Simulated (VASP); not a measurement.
# Mg2CdSe3 (P3m1) in VASP: notebook

The runs below take Mg2CdSe3 through single point, relaxation of cell and atoms, with PBE.

Everything below comes from runs of VASP 6.6.1. Logs are shortened: lines on timing, memory, paths and dates and some standing lists are left out, and cuts for length are marked.

### 1 The cell of the first run

Symmetry: P3m1, No. 156, trigonal system. The conventional cell has a = 4.291 Å, b = 4.291 Å, c = 10.482 Å, α = 90.00°, β = 90.00°, γ = 120.00°. Mg (site symmetry 3m) has 4 Se at 2.60 to 2.61 Å within 3.4 Å. Mg (site symmetry 3m) has 4 Se at 2.60 to 2.61 Å within 3.4 Å. Within 3.5 Å of Cd (site symmetry 3m) lie 4 Se at 2.66 to 2.68 Å. Within 3.4 Å of Se (site symmetry 3m) lie 3 Mg at 2.61 Å and 1 Cd at 2.68 Å. Within 3.4 Å of Se (site symmetry 3m) lie 4 Mg at 2.60 to 2.61 Å. Se (site symmetry 3m) has 1 Mg at 2.60 Å and 3 Cd at 2.66 Å within 3.4 Å.

### 2 Single point, PBE

Input file INCAR:

```
  ALGO = Normal
  EDIFF = 1E-6
  ENCUT = 520
  GGA = PE
  ISIF = 2
  ISMEAR = 0
  LASPH = T
  LCHARG = F
  LREAL = F
  LWAVE = F
  NBANDS = 26
  NELM = 100
  PREC = Accurate
  SIGMA = 0.02
```

Input file KPOINTS:

```
k-points
0
Gamma
  6 6 4
```

Input file POSCAR:

```
Mg2CdSe3
1.0
    4.2909792560      0.0000000000      0.0000000000
   -2.1454896280      3.7160970428      0.0000000000
    0.0000000000      0.0000000000     10.4816799261
Mg Cd Se
2 1 3
Direct
    0.6666666667      0.3333333333      0.3352053889
    0.3333333333      0.6666666667      0.6620312894
    0.0000000000      0.0000000000      0.0022603834
    0.0000000000      0.0000000000      0.2576427770
    0.6666666667      0.3333333333      0.5832288446
    0.3333333333      0.6666666667      0.9096313166
```

Potentials or basis: VASP PAW PBE potentials, release 64 (Mg, Cd, Se).

Command:

```
> cat potpaw_PBE.64/Mg/POTCAR potpaw_PBE.64/Cd/POTCAR potpaw_PBE.64/Se/POTCAR > POTCAR
> mpirun -np 1 vasp_std > vasp.out
```

OUTCAR:

```text
EDIFF = 1E-6
   ENCUT = 520
   GGA = PE
   ISIF = 2
   ISMEAR = 0
   LASPH = T
   LREAL = F
   NELM = 100
   PREC = Accurate

 ion  position               nearest neighbor table
   1  0.667  0.333  0.335-   5 2.60   4 2.61   4 2.61   4 2.61
   2  0.333  0.667  0.662-   6 2.60   5 2.61   5 2.61   5 2.61
   3  0.000  0.000  0.002-   6 2.66   6 2.66   6 2.66   4 2.68
   4  0.000  0.000  0.258-   1 2.61   1 2.61   1 2.61   3 2.68
   5  0.667  0.333  0.583-   1 2.60   2 2.61   2 2.61   2 2.61
   6  0.333  0.667  0.910-   2 2.60   3 2.66   3 2.66   3 2.66

  LATTYP: Found a hexagonal cell.
 ALAT       =     4.2909792560
 C/A-ratio  =     2.4427244460

  Lattice vectors:

 A1 = (   4.2909792560,   0.0000000000,   0.0000000000)
 A2 = (  -2.1454896280,   3.7160970428,   0.0000000000)
 A3 = (   0.0000000000,   0.0000000000,  10.4816799261)

Analysis of symmetry for initial positions (statically):
=====================================================================
 Subroutine PRICEL returns:
 Original cell was already a primitive cell.

 Routine SETGRP: Setting up the symmetry group for a
 hexagonal supercell.

 Subroutine GETGRP returns: Found  6 space group operations
 (whereof  6 operations were pure point group operations)
 out of a pool of 24 trial point group operations.

The static configuration has the point symmetry C_3v.

Analysis of symmetry for dynamics (positions and initial velocities):
=====================================================================
 Subroutine PRICEL returns:
 Original cell was already a primitive cell.

 Routine SETGRP: Setting up the symmetry group for a
 hexagonal supercell.

 Subroutine GETGRP returns: Found  6 space group operations
 (whereof  6 operations were pure point group operations)
 out of a pool of 24 trial point group operations.

The dynamic configuration has the point symmetry C_3v.

 Subroutine INISYM returns: Found  6 space group operations
 (whereof  6 operations are pure point group operations),
 and found     1 'primitive' translations

----------------------------------------------------------------------------------------

                                     Primitive cell

  volume of cell :     167.1377

  direct lattice vectors                    reciprocal lattice vectors
     4.290979256  0.000000000  0.000000000     0.233047037  0.134549769  0.000000000
    -2.145489628  3.716097043  0.000000000     0.000000000  0.269099539  0.000000000
     0.000000000  0.000000000 10.481679926     0.000000000  0.000000000  0.095404554

  length of vectors
     4.290979256  4.290979256 10.481679926     0.269099539  0.269099539  0.095404554

  position of ions in fractional coordinates (direct lattice)
     0.666666667  0.333333333  0.335205389
     0.333333333  0.666666667  0.662031289
     0.000000000  0.000000000  0.002260383
     0.000000000  0.000000000  0.257642777
     0.666666667  0.333333333  0.583228845
     0.333333333  0.666666667  0.909631317

  ion indices of the primitive-cell ions
   primitive index   ion index
                 1           1
                 2           2
                 3           3
                 4           4
                 5           5
                 6           6

----------------------------------------------------------------------------------------

 KPOINTS: k-points

Automatic generation of k-mesh.
 Grid dimensions read from file:
 generate k-points for:    6    6    4

 Generating k-lattice:

  Cartesian coordinates                     Fractional coordinates (reciprocal lattice)
     0.038841173  0.022424962  0.000000000     0.166666667  0.000000000  0.000000000
     0.000000000  0.044849923  0.000000000     0.000000000  0.166666667  0.000000000
     0.000000000  0.000000000  0.023851139     0.000000000  0.000000000  0.250000000

  Length of vectors
     0.044849923  0.044849923  0.023851139

  Shift w.r.t. Gamma in fractional coordinates (k-lattice)
     0.000000000  0.000000000  0.000000000

 Subroutine IBZKPT returns following result:
 ===========================================

 Found     24 irreducible k-points:

 Following reciprocal coordinates:
            Coordinates               Weight
  0.000000  0.000000  0.000000      1.000000
  0.166667 -0.000000  0.000000      6.000000
  0.333333  0.000000  0.000000      6.000000
  0.500000  0.000000  0.000000      3.000000
  0.166667  0.166667  0.000000      6.000000
  0.333333  0.166667  0.000000     12.000000
[... 16 lines left out ...]
  0.333333  0.166667  0.500000     12.000000
  0.333333  0.333333  0.500000      2.000000
   k-points           NKPTS =     24   k-points in BZ     NKDIM =     24   number of bands    NBANDS=     26
   number of dos      NEDOS =    301   number of ions     NIONS =      6
   total plane-waves  NPLWV =  81920
   dimension x,y,z NGX =    32 NGY =   32 NGZ =   80
   dimension x,y,z NGXF=    64 NGYF=   64 NGZF=  160
   ions per type =               2   1   3
[... 39 lines left out ...]
   AEXX    =    0.0000 exact exchange contribution
   IVDW    =     0    specifies the selected vdW correction
   LEPSILON=     F    determine dielectric tensor
   LRPA    =     F    only Hartree local field effects (RPA)
 non-spin polarized calculation
 Gauss-broadening in eV      SIGMA  =   0.02
  energy-cutoff  :      520.00
  volume of cell :      167.14
 maximum number of plane-waves:      4548
   NGX = 15   NGY = 15   NGZ = 39

 number of electron      34.0000002 magnetization

 Free energy of the ion-electron system (eV)
  ---------------------------------------------------
  ext. energy  EPLUGINS =         0.00000000
  ---------------------------------------------------
  free energy    TOTEN  =       -20.51170483 eV

  energy without entropy =      -20.51170483  energy(sigma->0) =      -20.51170483

 E-fermi :   0.8999     XC(G=0):  -8.2884

 val. band max:        0.7862198626   @ k =   0.0000   0.0000   0.0000
 cond. band min:       2.2701183386   @ k =   0.0000   0.0000   0.0000
 fundamental gap:      1.4838984761
 Fermi energy:         0.8999417080

 k-point     1 :       0.0000    0.0000    0.0000
  band No.  band energies     occupation
      1     -11.2743      2.00000
      2     -11.0053      2.00000
      3     -10.8321      2.00000
      4      -6.7586      2.00000
      5      -6.7586      2.00000
      6      -6.5787      2.00000
[... 18 lines left out ...]
     25       7.2944      0.00000
     26       7.5714      0.00000

 k-point     2 :       0.1667   -0.0000    0.0000
  band No.  band energies     occupation
      1     -11.1847      2.00000
      2     -10.9454      2.00000
      3     -10.7697      2.00000
      4      -6.7274      2.00000
      5      -6.7095      2.00000
      6      -6.5559      2.00000
[... 18 lines left out ...]
     25       7.5081      0.00000
     26       7.5957      0.00000

 k-point     3 :       0.3333    0.0000    0.0000
  band No.  band energies     occupation
      1     -10.9927      2.00000
      2     -10.8182      2.00000
      3     -10.6451      2.00000
      4      -6.6736      2.00000
      5      -6.6195      2.00000
      6      -6.5194      2.00000
[... 18 lines left out ...]
     25       7.8692      0.00000
     26       7.9996      0.00000

 k-point     4 :       0.5000    0.0000    0.0000
  band No.  band energies     occupation
      1     -10.8912      2.00000
      2     -10.7464      2.00000
      3     -10.5853      2.00000
      4      -6.6534      2.00000
      5      -6.6066      2.00000
      6      -6.4907      2.00000
[... 18 lines left out ...]
     25       8.0705      0.00000
     26       8.2167      0.00000
[... 496 lines left out ...]
      1     -11.0114      2.00000
      2     -10.9076      2.00000
      3     -10.6512      2.00000
      4      -6.6945      2.00000
      5      -6.6192      2.00000
      6      -6.5398      2.00000
[... 18 lines left out ...]
     25       7.6888      0.00000
     26       7.8396      0.00000

 k-point    23 :       0.3333    0.1667    0.5000
  band No.  band energies     occupation
      1     -10.8933      2.00000
      2     -10.7465      2.00000
      3     -10.5857      2.00000
      4      -6.6674      2.00000
      5      -6.5745      2.00000
      6      -6.5080      2.00000
[... 18 lines left out ...]
     25       7.8228      0.00000
     26       8.0090      0.00000

 k-point    24 :       0.3333    0.3333    0.5000
  band No.  band energies     occupation
      1     -10.8524      2.00000
      2     -10.6927      2.00000
      3     -10.5642      2.00000
      4      -6.6699      2.00000
      5      -6.5181      2.00000
      6      -6.5137      2.00000
[... 18 lines left out ...]
     25       7.7705      0.00000
     26       8.0001      0.00000

------------------------ aborting loop because EDIFF is reached ----------------------------------------

  FORCE on cell =-STRESS in cart. coord.  units (eV):
  Direction    XX          YY          ZZ          XY          YZ          ZX
  --------------------------------------------------------------------------------------
  -------------------------------------------------------------------------------------
  Total        0.0549147      0.0549147      0.0667856      0.0000000      0.0000000     -0.0000000
  in kB        0.5264113      0.5264113      0.6402054      0.0000000      0.0000000     -0.0000000
  external PRESSURE =       0.5643426 kB  Pullay stress =       0.0000000 kB

 VOLUME and BASIS-vectors are now :
 -----------------------------------------------------------------------------
  energy-cutoff  :      520.00
  volume of cell :      167.14
      direct lattice vectors                 reciprocal lattice vectors
     4.290979256  0.000000000  0.000000000     0.233047037  0.134549769  0.000000000
    -2.145489628  3.716097043  0.000000000     0.000000000  0.269099539  0.000000000
     0.000000000  0.000000000 10.481679926     0.000000000  0.000000000  0.095404554

 POSITION                                       TOTAL-FORCE (eV/Angst)
 -----------------------------------------------------------------------------------
      2.14549      1.23870      3.51352         0.000000     -0.000000      0.002532
     -0.00000      2.47740      6.93920        -0.000000      0.000000      0.001973
      0.00000      0.00000      0.02369         0.000000     -0.000000     -0.000043
      0.00000      0.00000      2.70053        -0.000000      0.000000      0.030576
      2.14549      1.23870      6.11322         0.000000     -0.000000     -0.000798
     -0.00000      2.47740      9.53446         0.000000     -0.000000     -0.034241
 -----------------------------------------------------------------------------------
    total drift:                               -0.000000      0.000000      0.000941

  FREE ENERGIE OF THE ION-ELECTRON SYSTEM (eV)
  ---------------------------------------------------
  free  energy   TOTEN  =       -20.5117048323 eV

  energy  without entropy=      -20.5117048323  energy(sigma->0) =      -20.51170483
```

Wall time 87 s (1 thread of Intel Xeon Platinum 8259CL at 2.50GHz (Skylake/Cascade Lake), shared host); peak memory 0.33 GiB.

Results:

- Free energy: -20.5117 eV
- Pressure: 0.1 GPa
- Largest force: 0.034 eV/Å
- Band gap on the k mesh: 1.48 eV, direct

Forces in eV/Å, atoms in the order of the input:
```
Mg   0.000  0.000  0.003
Mg   0.000  0.000  0.002
Cd   0.000  0.000  0.000
Se   0.000  0.000  0.031
Se   0.000  0.000 -0.001
Se   0.000  0.000 -0.034
```

Levels at points of the mesh, in eV from the valence-band top:
| k point | band 15 | band 16 | band 17 | band 18 | band 19 | band 20 |
| --- | --- | --- | --- | --- | --- | --- |
| (0.00, 0.00, 0.00) | -0.24 | 0.00 | 0.00 | 1.48 | 3.17 | 3.56 |
| (0.50, 0.00, 0.00) | -1.30 | -1.07 | -0.80 | 3.11 | 3.64 | 4.30 |
| (0.00, 0.00, 0.50) | -0.65 | -0.02 | -0.02 | 2.31 | 2.95 | 3.45 |
| (0.50, 0.00, 0.50) | -1.31 | -0.72 | -0.66 | 3.10 | 3.60 | 3.88 |

### 3 Relaxation of cell and atoms, PBE

This run uses another cell than the first one, of 23.79 Å³/atom, 0.854 times its volume.

Input file INCAR:

```
PREC = Accurate
ENCUT = 600
EDIFF = 1E-6
ISMEAR = 0
SIGMA = 0.1
LREAL = False
LASPH = True
NELM = 100
ALGO = Normal
ISIF = 3
LWAVE = False
LCHARG = False
GGA = PE
IBRION = 2
NSW = 90
EDIFFG = -0.04
```

Input file KPOINTS:

```
Automatic mesh
0
Gamma
  6 6 2
```

Input file POSCAR:

```
Mg2CdSe3
1.0
    4.0675907000      0.0000000000      0.0000000000
   -2.0337953500      3.5226368800      0.0000000000
    0.0000000000      0.0000000000      9.9635217100
Mg Cd Se
2 1 3
Direct
    0.6666666700      0.3333333300      0.3333333300
    0.3333333300      0.6666666700      0.6666666700
    0.0000000000      0.0000000000      0.0000000000
    0.0000000000      0.0000000000      0.2500000000
    0.6666666700      0.3333333300      0.5833333300
    0.3333333300      0.6666666700      0.9166666700
```

Potentials or basis: VASP PAW PBE potentials, release 64 (Mg, Cd, Se).

Command:

```
> cat potpaw_PBE.64/Mg/POTCAR potpaw_PBE.64/Cd/POTCAR potpaw_PBE.64/Se/POTCAR > POTCAR
> mpirun -np 1 vasp_std > vasp.out
```

It took 3.9 min on 1 thread of Intel Xeon Platinum 8259CL at 2.50GHz (Skylake/Cascade Lake), shared host; peak memory 0.32 GiB.

It converged, with:

| Property | Result |
| --- | --- |
| Free energy | -20.5086 eV |
| Relaxed volume | 27.87 Å³/atom |
| Relaxed cell | a = 4.290 Å, b = 4.290 Å, c = 10.490 Å, α = 90.00°, β = 90.00°, γ = 120.00° |
| Space group after relaxing (to 0.05 Å) | P3m1 (No. 156) |
| Energy gained by relaxing | 126.8 meV/atom |
| Ionic steps | 8 |
| Pressure after relaxing | 0.0 GPa |
| Largest force after relaxing | 0.031 eV/Å |
| Band gap on the k mesh | 1.48 eV, direct |

Forces on the atoms (eV/Å):
```
Mg   0.000  0.000  0.031
Mg   0.000  0.000 -0.025
Cd   0.000  0.000  0.014
Se   0.000  0.000 -0.014
Se   0.000  0.000 -0.023
Se   0.000  0.000  0.017
```

Stress tensor (GPa, compression positive):
```
 0.06  0.00  0.00
 0.00  0.06  0.00
 0.00  0.00 -0.03
```

Step by step:
| step | energy change (eV) | largest force (eV/Å) | pressure (GPa) | volume (Å³) |
| --- | --- | --- | --- | --- |
| 1 | 0.0000 | 0.9125 | 10.54 | 142.76 |
| 2 | -0.6726 | 0.1781 | -2.32 | 177.63 |
| 3 | -0.7447 | 0.2321 | -0.02 | 167.80 |
| 4 | -0.7446 | 0.2228 | -0.17 | 168.33 |
| 5 | -0.7504 | 0.1591 | -0.13 | 168.11 |
| 6 | -0.7591 | 0.1437 | -0.03 | 167.45 |
| 7 | -0.7592 | 0.1431 | -0.01 | 167.34 |
| 8 | -0.7611 | 0.0315 | 0.03 | 167.19 |

Final structure:
```yaml
crystal:
  lattice:
    - [4.28993, 0.00000, 0.00000]
    - [-2.14497, 3.71519, 0.00000]
    - [0.00000, 0.00000, 10.49040]
  atoms:
    - { symbol: Mg, position: [0.66667, 0.33333, 0.33518] }
    - { symbol: Mg, position: [0.33333, 0.66667, 0.66219] }
    - { symbol: Cd, position: [0.00000, 0.00000, 0.00215] }
    - { symbol: Se, position: [0.00000, 0.00000, 0.25801] }
    - { symbol: Se, position: [0.66667, 0.33333, 0.58347] }
    - { symbol: Se, position: [0.33333, 0.66667, 0.90901] }
```

Levels at points of the mesh, in eV from the valence-band top:
| k point | band 14 | band 15 | band 16 | band 17 | band 18 | band 19 | band 20 | band 21 |
| --- | --- | --- | --- | --- | --- | --- | --- | --- |
| (0.00, 0.00, 0.00) | -0.68 | -0.24 | 0.00 | 0.00 | 1.48 | 3.18 | 3.57 | 6.21 |
| (0.50, 0.00, 0.00) | -1.47 | -1.30 | -1.06 | -0.80 | 3.11 | 3.63 | 4.31 | 4.34 |
| (0.00, 0.00, 0.50) | -0.64 | -0.64 | -0.02 | -0.02 | 2.31 | 2.96 | 3.47 | 5.89 |
| (0.50, 0.00, 0.50) | -1.45 | -1.30 | -0.72 | -0.66 | 3.09 | 3.61 | 3.88 | 4.82 |

Caveat: the volume moved by over 15 % at a fixed basis, so the end points are rough.

### 4 Relaxation of cell and atoms, PBE

Input file INCAR:

```
  PREC = Accurate
  ENCUT = 600
  EDIFF = 1E-6
  ISMEAR = 0
  SIGMA = 0.02
  LREAL = F
  LASPH = T
  NELM = 100
  ALGO = Normal
  ISIF = 3
  LWAVE = F
  LCHARG = F
  GGA = PE
  IBRION = 2
  NSW = 100
  EDIFFG = -0.01
```

Input file KPOINTS:

```
Automatic mesh
0
Gamma
  6 6 4
```

Input file POSCAR:

```
Mg2CdSe3
1.0
    4.2895618137      0.0000000000      0.0000000000
   -2.1447809068      3.7148695018      0.0000000000
    0.0000000000      0.0000000000     10.4681049895
Mg Cd Se
2 1 3
Direct
    0.6666666667      0.3333333333      0.3350168604
    0.3333333333      0.6666666667      0.6624013943
    0.0000000000      0.0000000000      0.0019070983
    0.0000000000      0.0000000000      0.2576194979
    0.6666666667      0.3333333333      0.5831802257
    0.3333333333      0.6666666667      0.9098749233
```

Command:

```
> cat potpaw_PBE.64/Mg/POTCAR potpaw_PBE.64/Cd/POTCAR potpaw_PBE.64/Se/POTCAR > POTCAR
> mpirun -np 1 vasp_std > vasp.out
```

Wall time 4.3 min (1 thread of Intel Xeon Platinum 8259CL at 2.50GHz (Skylake/Cascade Lake), shared host); peak memory 0.41 GiB.

The run converged. Its results:

```yaml
Free_energy: -20.5118 eV
Relaxed_volume: 27.88 Å³/atom
Relaxed_cell: a = 4.292 Å, b = 4.292 Å, c = 10.487 Å, α = 90.00°, β = 90.00°, γ = 120.00°
Space_group_after_relaxing_to_0.05_Å: P3m1 (No. 156)
Energy_gained_by_relaxing: 0.1 meV/atom
Ionic_steps: 6
Pressure_after_relaxing: 0.0 GPa
Largest_force_after_relaxing: 0.005 eV/Å
Band_gap_on_the_k_mesh: 1.48 eV, direct
```

Forces in eV/Å, atoms in the order of the input:
```
Mg   0.000  0.000  0.002
Mg   0.000  0.000 -0.001
Cd   0.000  0.000 -0.004
Se   0.000  0.000  0.002
Se   0.000  0.000 -0.004
Se   0.000  0.000  0.005
```

The path:
```
step  energy change (eV)  largest force (eV/Å)  pressure (GPa)  volume (Å³)
   1              0.0000                0.0422            0.14       166.81
   2             -0.0004                0.0267           -0.03       167.38
   3             -0.0004                0.0260           -0.02       167.41
   4             -0.0005                0.0191           -0.02       167.36
   5             -0.0006                0.0125            0.02       167.20
   6             -0.0006                0.0051           -0.01       167.29
```

Final structure:
```cif
data_structure
_symmetry_space_group_name_H-M 'P 1'
_symmetry_Int_Tables_number 1
_cell_length_a 4.2918
_cell_length_b 4.2918
_cell_length_c 10.4871
_cell_angle_alpha 90.000
_cell_angle_beta 90.000
_cell_angle_gamma 120.000
_cell_volume 167.29
loop_
_atom_site_label
_atom_site_type_symbol
_atom_site_fract_x
_atom_site_fract_y
_atom_site_fract_z
_atom_site_occupancy
Mg1 Mg 0.66667 0.33333 0.33542 1
Mg2 Mg 0.33333 0.66667 0.66179 1
Cd1 Cd 0.00000 0.00000 0.00240 1
Se1 Se 0.00000 0.00000 0.25807 1
Se2 Se 0.66667 0.33333 0.58324 1
Se3 Se 0.33333 0.66667 0.90907 1
```

Levels at points of the mesh, in eV from the valence-band top:
```tsv
k point	band 15	band 16	band 17	band 18	band 19	band 20
(0.00, 0.00, 0.00)	-0.25	0.00	0.00	1.48	3.17	3.55
(0.50, 0.00, 0.00)	-1.31	-1.08	-0.80	3.10	3.63	4.30
(0.00, 0.00, 0.50)	-0.65	-0.02	-0.02	2.31	2.95	3.45
(0.50, 0.00, 0.50)	-1.31	-0.72	-0.66	3.08	3.60	3.88
```

### 5 Summary

```csv
task,cell,k mesh,cutoff (eV),smearing,gap on the mesh (eV),pressure (GPa),relaxed volume (Å³/atom),largest force (eV/Å)
single point,"a = 4.291, b = 4.291, c = 10.482 Å, angles 90.0, 90.0, 120.0°, 6 atoms",6 × 6 × 4,520,gaussian 0.02 eV,1.48,0.1,-,0.03
relaxation of cell and atoms,"relaxed from a = 4.068, b = 4.068, c = 9.964 Å, angles 90.0, 90.0, 120.0°, 6 atoms",6 × 6 × 2,600,gaussian 0.1 eV,1.48,0.0,27.87,0.03
relaxation of cell and atoms,"relaxed from a = 4.290, b = 4.290, c = 10.468 Å, angles 90.0, 90.0, 120.0°, 6 atoms",6 × 6 × 4,600,gaussian 0.02 eV,1.48,0.0,27.88,0.01
```

Alike in all rows: level PBE; potentials or basis VASP PAW PBE potentials, release 64 (Mg, Cd, Se); no spin polarisation.

Caveats: the volume moved by over 15 % at a fixed basis, so the end points are rough (some runs).

Absolute energies hang on the potentials; compare differences alone.
